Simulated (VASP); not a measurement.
# InAgTe2 (I-42d) in VASP: notebook

InAgTe2 is run at these levels: PBE; tasks: single point.

All numbers are computed with VASP 6.6.1; they aren't measurements. Logs are shortened: lines on timing, memory, paths and dates and some standing lists are left out, and cuts for length are marked.

## 1. The cell of the first run

The structure is tetragonal, space group I-42d (No. 122). Conventional cell: a = 6.436 Å, b = 6.436 Å, c = 12.733 Å, α = 90.00°, β = 90.00°, γ = 90.00°. Within 3.7 Å of In (site symmetry -4) lie 4 Te at 2.80 Å. Within 3.6 Å of Ag (site symmetry -4) lie 4 Te at 2.76 Å. Te (site symmetry 2) has 2 Ag at 2.76 Å and 2 In at 2.80 Å within 3.6 Å.

## 2. Single point, PBE (32.96 Å³/atom)

The input, INCAR:

```
SYSTEM = InAgTe2
ALGO = Normal
EDIFF = 1E-6
ENCUT = 500
GGA = PE
GGA_COMPAT = .FALSE.
ISIF = 2
ISMEAR = -1
LASPH = .TRUE.
LCHARG = .FALSE.
LREAL = .FALSE.
LWAVE = .FALSE.
NBANDS = 46
NELM = 120
PREC = Accurate
SIGMA = 0.02
```

The input, KPOINTS:

```
k-points
0
G
  4 4 4
  0 0 0
```

The input, POSCAR:

```
InAgTe2
1.0
   -3.2178448844      3.2178448844      6.3664873868
    3.2178448844     -3.2178448844      6.3664873868
    3.2178448844      3.2178448844     -6.3664873868
In Ag Te
2 2 4
Direct
    0.5000000000      0.5000000000      0.0000000000
    0.2500000000      0.7500000000      0.5000000000
    0.0000000000      0.0000000000      0.0000000000
    0.7500000000      0.2500000000      0.5000000000
    0.3750000000      0.3694875870      0.4944875870
    0.6305124130      0.1250000000      1.0055124130
    0.8750000000      0.8805124130      0.5055124130
    0.1194875870      0.6250000000     -0.0055124130
```

Potentials or basis: VASP PAW PBE potentials, release 64 (In_d, Ag, Te).

Run with:

```console
$ cat potpaw_PBE.64/In_d/POTCAR potpaw_PBE.64/Ag/POTCAR potpaw_PBE.64/Te/POTCAR > POTCAR
$ mpirun -np 1 vasp_std > vasp.out
```

OUTCAR:

```text
SYSTEM = InAgTe2
   EDIFF = 1E-6
   ENCUT = 500
   GGA = PE
   ISIF = 2
   ISMEAR = -1
   LASPH = .TRUE.
   LREAL = .FALSE.
   NELM = 120
   PREC = Accurate

 ion  position               nearest neighbor table
   1  0.500  0.500  0.000-   7 2.80   6 2.80   8 2.80   5 2.80
   2  0.250  0.750  0.500-   6 2.80   5 2.80   7 2.80   8 2.80
   3  0.000  0.000  0.000-   6 2.76   7 2.76   8 2.76   5 2.76
   4  0.750  0.250  0.500-   5 2.76   6 2.76   7 2.76   8 2.76
   5  0.375  0.369  0.494-   4 2.76   3 2.76   1 2.80   2 2.80
   6  0.631  0.125  0.006-   3 2.76   4 2.76   1 2.80   2 2.80
   7  0.875  0.881  0.506-   3 2.76   4 2.76   2 2.80   1 2.80
   8  0.119  0.625  0.994-   3 2.76   4 2.76   2 2.80   1 2.80

  LATTYP: Found a body centered tetragonal cell.
 ALAT       =     6.4356897688
 C/A-ratio  =     1.9784941834

  Lattice vectors:

 A1 = (  -3.2178448844,   3.2178448844,   6.3664873868)
 A2 = (   3.2178448844,  -3.2178448844,   6.3664873868)
 A3 = (   3.2178448844,   3.2178448844,  -6.3664873868)

Analysis of symmetry for initial positions (statically):
=====================================================================
 Subroutine PRICEL returns:
 Original cell was already a primitive cell.

 Routine SETGRP: Setting up the symmetry group for a
 body centered tetragonal supercell.

 Subroutine GETGRP returns: Found  8 space group operations
 (whereof  4 operations were pure point group operations)
 out of a pool of 16 trial point group operations.

The static configuration has the point symmetry S_4 .
 The point group associated with its full space group is D_2d.

Analysis of symmetry for dynamics (positions and initial velocities):
=====================================================================
 Subroutine PRICEL returns:
 Original cell was already a primitive cell.

 Routine SETGRP: Setting up the symmetry group for a
 body centered tetragonal supercell.

 Subroutine GETGRP returns: Found  8 space group operations
 (whereof  4 operations were pure point group operations)
 out of a pool of 16 trial point group operations.

The dynamic configuration has the point symmetry S_4 .
 The point group associated with its full space group is D_2d.

 Subroutine INISYM returns: Found  8 space group operations
 (whereof  4 operations are pure point group operations),
 and found     1 'primitive' translations

[... 97 lines left out ...]
   NSW    =      0    number of steps for IOM
   IBRION =     -1    ionic relax: 0-MD 1-quasi-New 2-CG
   NFREE  =      0    steps in history (QN), initial steepest desc. (CG)
   ISIF   =      2    stress and relaxation
   ISYM   =      2    0-nonsym 1-usesym 2-fastsym
   POTIM  = 0.5000    time-step for ionic-motion
   TEBEG  =    0.0;   TEEND  =   0.0 temperature during run
   PSTRESS=    0.0 pullay stress
   NELECT =      72.0000    total number of electrons
   NUPDOWN=      -1.0000    fix difference up-down
   EMIN   =  10.00;   EMAX   =-10.00  energy-range for DOS
   EFERMI =   0.00;   METHOD = LEGACY
   ISMEAR =    -1;   SIGMA  =   0.02  broadening in eV -4-tet -1-fermi 0-gaus
   EFERMI_NEDOS =   21; number of points for ismear=-14 and -15
   IALGO  =     38    algorithm
   IMIX   =      4    mixing-type and parameters
     AMIX     =   0.40;   BMIX     =  1.00
     AMIX_MAG =   1.60;   BMIX_MAG =  1.00
  volume/ion in A,a.u.               =      32.96       222.43
  Fermi-wavevector in a.u.,A,eV,Ry     =   1.062076  2.007033 15.347448  1.128006
  Thomas-Fermi vector in A             =   2.197514
   LORBIT       =      0    0 simple, 1 ext, 2 COOP (PROOUT), +10 PAW based schemes
   GGA     = PE    functional components
   LHFCALC =     F    Hartree Fock is set to
   AEXX    =    0.0000 exact exchange contribution
   IVDW    =     0    specifies the selected vdW correction
   LEPSILON=     F    determine dielectric tensor
   LRPA    =     F    only Hartree local field effects (RPA)
 non-spin polarized calculation
  energy-cutoff  :      500.00
  volume of cell :      263.69
 maximum number of plane-waves:      6715
 NGX is ok and might be reduce to    60
   NGX = 29   NGY = 29   NGZ = 29

 number of electron      72.0000006 magnetization

 Free energy of the ion-electron system (eV)
  ---------------------------------------------------
  ext. energy  EPLUGINS =         0.00000000
  ---------------------------------------------------
  free energy    TOTEN  =       -25.32348726 eV

  energy without entropy =      -25.32344251  energy(sigma->0) =      -25.32346488

 E-fermi :   4.7660     XC(G=0):  -8.7522

 val. band max:        4.6620422609   @ k =   0.0000   0.0000   0.0000
 cond. band min:       4.8691527175   @ k =   0.0000   0.0000   0.0000
 fundamental gap:      0.2071104566
 Fermi energy:         4.7659955329

 k-point     1 :       0.0000    0.0000    0.0000
  band No.  band energies     occupation
      1     -10.1913      2.00000
      2     -10.1871      2.00000
      3     -10.1871      2.00000
      4     -10.1182      2.00000
      5     -10.1026      2.00000
      6     -10.1026      2.00000
[... 626 lines left out ...]
     45      10.3481      0.00000
     46      10.3481      0.00000

------------------------ aborting loop because EDIFF is reached ----------------------------------------

  FORCE on cell =-STRESS in cart. coord.  units (eV):
  Direction    XX          YY          ZZ          XY          YZ          ZX
  --------------------------------------------------------------------------------------
  -------------------------------------------------------------------------------------
  Total        4.3851379      4.3851379      4.3078939      0.0000000      0.0000000      0.0000000
  in kB       26.6442655     26.6442655     26.1749278      0.0000000      0.0000000      0.0000000
  external PRESSURE =      26.4878196 kB  Pullay stress =       0.0000000 kB

 VOLUME and BASIS-vectors are now :
 -----------------------------------------------------------------------------
  energy-cutoff  :      500.00
  volume of cell :      263.69
      direct lattice vectors                 reciprocal lattice vectors
    -3.217844884  3.217844884  6.366487387     0.000000000  0.155383500  0.078536243
     3.217844884 -3.217844884  6.366487387     0.155383500  0.000000000  0.078536243
     3.217844884  3.217844884 -6.366487387     0.155383500  0.155383500  0.000000000

 POSITION                                       TOTAL-FORCE (eV/Angst)
 -----------------------------------------------------------------------------------
      0.00000      0.00000      6.36649         0.000000     -0.000000      0.000000
      3.21784      0.00000      3.18324         0.000000      0.000000     -0.000000
      0.00000      0.00000      0.00000         0.000000     -0.000000     -0.000000
      0.00000      3.21784      3.18324         0.000000      0.000000      0.000000
      1.57345      1.60892      1.59162        -0.090422     -0.000000     -0.000000
     -1.60892      1.64440      4.77487         0.000000      0.090422     -0.000000
      1.64440      1.60892      7.95811         0.090422      0.000000     -0.000000
      4.82677      1.57345     -1.59162         0.000000     -0.090422     -0.000000
 -----------------------------------------------------------------------------------
    total drift:                               -0.000001     -0.000001     -0.000002

  FREE ENERGIE OF THE ION-ELECTRON SYSTEM (eV)
  ---------------------------------------------------
  free  energy   TOTEN  =       -25.3234872554 eV

  energy  without entropy=      -25.3234425128  energy(sigma->0) =      -25.32346488
```

OSZICAR:

```text
N       E                     dE             d eps       ncg     rms          rms(c)
DAV:   1     0.585372532101E+03    0.58537E+03   -0.29924E+04  1196   0.146E+03
DAV:   2     0.447503373656E+02   -0.54062E+03   -0.51992E+03  1202   0.362E+02
DAV:   3    -0.224436014757E+02   -0.67194E+02   -0.65670E+02  1408   0.141E+02
DAV:   4    -0.258186855428E+02   -0.33751E+01   -0.33508E+01  1398   0.313E+01
DAV:   5    -0.259992558600E+02   -0.18057E+00   -0.18052E+00  1770   0.769E+00    0.116E+01
DAV:   6    -0.253266839721E+02    0.67257E+00   -0.21620E+00  1362   0.152E+01    0.804E+00
DAV:   7    -0.253221344510E+02    0.45495E-02   -0.88864E-01  1592   0.435E+00    0.357E+00
DAV:   8    -0.253221980191E+02   -0.63568E-04   -0.34793E-02  1348   0.108E+00    0.145E+00
DAV:   9    -0.253226874185E+02   -0.48940E-03   -0.10582E-02  1622   0.731E-01    0.431E-01
DAV:  10    -0.253233788158E+02   -0.69140E-03   -0.23841E-03  1322   0.269E-01    0.605E-02
DAV:  11    -0.253234306948E+02   -0.51879E-04   -0.35659E-04  1534   0.150E-01    0.646E-02
DAV:  12    -0.253234504388E+02   -0.19744E-04   -0.64154E-05  1446   0.403E-02    0.297E-02
DAV:  13    -0.253234851372E+02   -0.34698E-04   -0.44642E-05  1274   0.298E-02    0.674E-03
DAV:  14    -0.253234865748E+02   -0.14376E-05   -0.17581E-06  1058   0.114E-02    0.285E-03
DAV:  15    -0.253234872554E+02   -0.68057E-06   -0.25039E-06  1060   0.623E-03
   1 F= -.25323487E+02 E0= -.25323465E+02  d E =-.447426E-04
```

Wall time 3.1 min (1 thread of Intel Xeon Platinum 8488C (Sapphire Rapids), shared host); peak memory 0.52 GiB.

What came out:

```yaml
Free_energy: -25.3235 eV
Pressure: 2.6 GPa
Largest_force: 0.090 eV/Å
Band_gap_on_the_k_mesh: 0.21 eV
```

Forces in eV/Å, atoms in the order of the input:
```
In   0.000  0.000  0.000
In   0.000  0.000  0.000
Ag   0.000  0.000  0.000
Ag   0.000  0.000  0.000
Te  -0.090  0.000  0.000
Te   0.000  0.090  0.000
Te   0.090  0.000  0.000
Te   0.000 -0.090  0.000
```

Levels at points of the mesh, in eV from the valence-band top:
```csv
k point,band 32,band 33,band 34,band 35,band 36,band 37,band 38,band 39,band 40,band 41
"(0.00, 0.00, 0.00)",-2.00,-2.00,-0.08,-0.08,0.00,0.21,1.94,2.04,3.47,3.47
"(0.50, 0.00, 0.00)",-1.88,-1.66,-1.32,-1.26,-0.64,1.83,2.17,2.93,3.57,3.75
"(0.50, 0.50, 0.00)",-1.40,-0.94,-0.94,-0.56,-0.56,0.98,0.98,2.91,2.91,4.17
"(0.50, 0.50, 0.50)",-1.87,-1.33,-1.33,-1.01,-1.01,1.58,1.58,2.04,2.04,2.74
```

Caveat: spin-orbit coupling is left out, which moves the levels of the heavy elements.

## 3. Single point, PBE (34.01 Å³/atom)

This run uses another cell than the first one, of 34.01 Å³/atom.

The input, INCAR:

```
PREC = Accurate
ENCUT = 500
EDIFF = 1E-6
ISMEAR = -1
SIGMA = 0.02
LREAL = False
LASPH = True
NELM = 120
ALGO = Normal
ISIF = 2
LWAVE = False
LCHARG = False
GGA = PE
NBANDS = 46
GGA_COMPAT = False
```

The input, KPOINTS:

```
regular mesh
0
Gamma
  4 4 4
```

Changes to POSCAR since step 2:

```diff
@@ -2,5 +2,5 @@
 1.0
-   -3.2178448844      3.2178448844      6.3664873868
-    3.2178448844     -3.2178448844      6.3664873868
-    3.2178448844      3.2178448844     -6.3664873868
+   -3.2517194252      3.2517194252      6.4335079686
+    3.2517194252     -3.2517194252      6.4335079686
+    3.2517194252      3.2517194252     -6.4335079686
 In Ag Te
```

Potentials or basis: VASP PAW PBE potentials, release 64 (In_d, Ag, Te).

Run with:

```console
$ cat potpaw_PBE.64/In_d/POTCAR potpaw_PBE.64/Ag/POTCAR potpaw_PBE.64/Te/POTCAR > POTCAR
$ mpirun -np 1 vasp_std > vasp.out
```

Wall time 3.1 min (1 thread of Intel Xeon Platinum 8488C (Sapphire Rapids), shared host); peak memory 0.53 GiB.

It converged, with:

- Free energy: -25.4238 eV
- Pressure: 1.2 GPa
- Largest force: 0.044 eV/Å
- Band gap on the k mesh: 0.13 eV

Forces on the atoms (eV/Å):
```
In   0.000  0.000  0.000
In   0.000  0.000  0.000
Ag   0.000  0.000  0.000
Ag   0.000  0.000  0.000
Te  -0.044  0.000  0.000
Te   0.000  0.044  0.000
Te   0.044  0.000  0.000
Te   0.000 -0.044  0.000
```

Levels at points of the mesh, in eV from the valence-band top:
```csv
k point,band 34,band 35,band 36,band 37,band 38,band 39
"(0.00, 0.00, 0.00)",-0.08,-0.08,0.00,0.13,1.91,2.11
"(0.50, 0.00, 0.00)",-1.25,-1.19,-0.60,1.75,2.10,2.94
"(0.50, 0.50, 0.00)",-0.89,-0.52,-0.52,0.94,0.94,2.89
"(0.50, 0.50, 0.50)",-1.27,-0.95,-0.95,1.55,1.55,2.10
```

Caveat: spin-orbit coupling is left out, which moves the levels of the heavy elements.

## 4. Single point, PBE

This run uses another cell than the first one, of 35.06 Å³/atom.

The input, INCAR:

```
SYSTEM = InAgTe2
PREC     = Accurate       ! precision mode
ENCUT    = 500            ! plane-wave cutoff, eV
EDIFF    = 1E-6           ! SCF threshold, eV
ISMEAR   = -1             ! smearing method
SIGMA    = 0.02           ! smearing width, eV
LREAL    = .False.        ! projectors in reciprocal space
LASPH    = .True.         ! aspherical terms in the spheres
NELM     = 120            ! most SCF steps
ALGO     = Normal         ! electronic algorithm
ISIF     = 2              ! what is computed and relaxed
LWAVE    = .False.        ! write WAVECAR
LCHARG   = .True.         ! write CHGCAR
GGA      = PE             ! functional
LELF     = .True.         ! ELF
LVHAR    = .True.       
NBANDS   = 46             ! bands
GGA_COMPAT= .False.
```

The input, KPOINTS:

```
regular mesh
0
Gamma
  4 4 4
  0 0 0
```

Changes to POSCAR since step 3:

```diff
@@ -2,5 +2,5 @@
 1.0
-   -3.2517194252      3.2517194252      6.4335079686
-    3.2517194252     -3.2517194252      6.4335079686
-    3.2517194252      3.2517194252     -6.4335079686
+   -3.2849025275      3.2849025275      6.4991605436
+    3.2849025275     -3.2849025275      6.4991605436
+    3.2849025275      3.2849025275     -6.4991605436
 In Ag Te
```

Run with:

```console
$ cat potpaw_PBE.64/In_d/POTCAR potpaw_PBE.64/Ag/POTCAR potpaw_PBE.64/Te/POTCAR > POTCAR
$ mpirun -np 1 vasp_std > vasp.out
```

It took 3.4 min on 1 thread of Intel Xeon Platinum 8488C (Sapphire Rapids), shared host; peak memory 0.55 GiB.

It converged, with:

| Property | Result |
| --- | --- |
| Free energy | -25.4539 eV |
| Pressure | 0.0 GPa |
| Largest force | 0.004 eV/Å |
| Band gap on the k mesh | 0.05 eV |

Forces in eV/Å, atoms in the order of the input:
```
In   0.000  0.000  0.000
In   0.000  0.000  0.000
Ag   0.000  0.000  0.000
Ag   0.000  0.000  0.000
Te  -0.004  0.000  0.000
Te   0.000  0.004  0.000
Te   0.004  0.000  0.000
Te   0.000 -0.004  0.000
```

Levels at points of the mesh, in eV from the valence-band top:
```tsv
k point	band 34	band 35	band 36	band 37	band 38	band 39
(0.00, 0.00, 0.00)	-0.08	-0.08	0.00	0.05	1.88	2.17
(0.50, 0.00, 0.00)	-1.18	-1.13	-0.56	1.67	2.02	2.95
(0.50, 0.50, 0.00)	-0.86	-0.49	-0.49	0.90	0.90	2.86
(0.50, 0.50, 0.50)	-1.21	-0.89	-0.89	1.51	1.51	2.16
```

Caveat: spin-orbit coupling is left out, which moves the levels of the heavy elements.

## 5. Single point, PBE (36.12 Å³/atom)

This run uses another cell than the first one, of 36.12 Å³/atom.

The input, INCAR:

```
SYSTEM = InAgTe2
ALGO = Normal
EDIFF = 1E-6
ENCUT = 500
GGA = PE
GGA_COMPAT = .FALSE.
ISIF = 2
ISMEAR = -1
LASPH = .TRUE.
LCHARG = .FALSE.
LREAL = .FALSE.
LWAVE = .FALSE.
NBANDS = 46
NELM = 120
PREC = Accurate
SIGMA = 0.02
```

The input, KPOINTS:

```
k-points
0
G
  4 4 4
  0 0 0
```

Changes to POSCAR since step 4:

```diff
@@ -2,5 +2,5 @@
 1.0
-   -3.2849025275      3.2849025275      6.4991605436
-    3.2849025275     -3.2849025275      6.4991605436
-    3.2849025275      3.2849025275     -6.4991605436
+   -3.3174284302      3.3174284302      6.5635128529
+    3.3174284302     -3.3174284302      6.5635128529
+    3.3174284302      3.3174284302     -6.5635128529
 In Ag Te
```

Run with:

```console
$ cat potpaw_PBE.64/In_d/POTCAR potpaw_PBE.64/Ag/POTCAR potpaw_PBE.64/Te/POTCAR > POTCAR
$ mpirun -np 1 vasp_std > vasp.out
```

Run time: 3.3 min. Hardware: 1 thread of Intel Xeon Platinum 8488C (Sapphire Rapids), shared host; peak memory 0.55 GiB.

Results (log left out):

```
Free energy            : -25.4258 eV
Pressure               : -1.0 GPa
Largest force          : 0.030 eV/Å
Band gap on the k mesh : 0.01 eV
```

Forces on the atoms (eV/Å):
```
In   0.000  0.000  0.000
In   0.000  0.000  0.000
Ag   0.000  0.000  0.000
Ag   0.000  0.000  0.000
Te   0.030  0.000  0.000
Te   0.000 -0.030  0.000
Te  -0.030  0.000  0.000
Te   0.000  0.030  0.000
```

Levels at points of the mesh, in eV from the valence-band top:
```tsv
k point	band 33	band 34	band 35	band 36	band 37	band 38	band 39	band 40
(0.00, 0.00, 0.00)	-1.69	-0.06	-0.06	0.00	0.01	1.86	2.25	3.49
(0.50, 0.00, 0.00)	-1.45	-1.10	-1.05	-0.51	1.61	1.96	2.97	3.49
(0.50, 0.50, 0.00)	-0.80	-0.80	-0.45	-0.45	0.88	0.88	2.85	2.85
(0.50, 0.50, 0.50)	-1.14	-1.14	-0.82	-0.82	1.48	1.48	2.23	2.23
```

Caveat: spin-orbit coupling is left out, which moves the levels of the heavy elements.

## 6. Overview

| cell | gap on the mesh (eV) | pressure (GPa) | largest force (eV/Å) |
| --- | --- | --- | --- |
| a = 7.826 Å, angles 131.4, 131.4, 71.1°, 8 atoms | 0.21 | 2.6 | 0.09 |
| a = 7.908 Å, angles 131.4, 131.4, 71.1°, 8 atoms | 0.13 | 1.2 | 0.04 |
| a = 7.989 Å, angles 131.4, 131.4, 71.1°, 8 atoms | 0.05 | 0.0 | - |
| a = 8.068 Å, angles 131.4, 131.4, 71.1°, 8 atoms | 0.01 | -1.0 | 0.03 |

Alike in all rows: task single point; level PBE; potentials or basis VASP PAW PBE potentials, release 64 (In_d, Ag, Te); no spin polarisation; k mesh 4 × 4 × 4; cutoff (eV) 500; smearing fermi-dirac 0.02 eV.

Caveats: spin-orbit coupling is left out, which moves the levels of the heavy elements.

Total energies depend on the potentials used, so only differences within one code and one set of settings carry meaning.
